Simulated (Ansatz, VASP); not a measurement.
**Two plane-wave programs on Al3Co2Ru**

```
Al Co Ru
1.0
     4.10994    0.00000    0.00000
    -2.05497    3.55931    0.00000
     0.00000    0.00000    5.04615
Al Co Ru
3 2 1
Direct
  0.33333 0.66667 0.32539
  0.66667 0.33333 0.67461
  0.00000 0.00000 0.00000
  0.33333 0.66667 0.83671
  0.66667 0.33333 0.16329
  0.00000 0.00000 0.50000
```

Alike in both runs: task single point; functional PBE; k mesh 12 × 12 × 8; occupations gaussian, width 0.1 eV; no spin polarisation.

|  | VASP | Ansatz |
| --- | --- | --- |
| version | VASP 6.6.1 | Ansatz 0.2.0 |
| potentials or method | VASP PAW PBE potentials, release 64 (Al, Co, Ru_pv), cutoff 520 eV | scalar-relativistic, plane waves, PAW |
| valence electrons in the cell | 41 | 59 |

```csv
,VASP,Ansatz,Ansatz less VASP
gap on the k mesh at the Fermi level (eV),none,none,-
pressure (GPa),0.0,0.0,+0.04
```

A gap of «none» marks a metal or a gap that the smearing closes. With one functional, cell and mesh, what is left measures potentials, basis and numerics. VASP's potentials hold 41 valence electrons a cell and Ansatz's 59, so a difference there can come from the potentials and not from the codes.
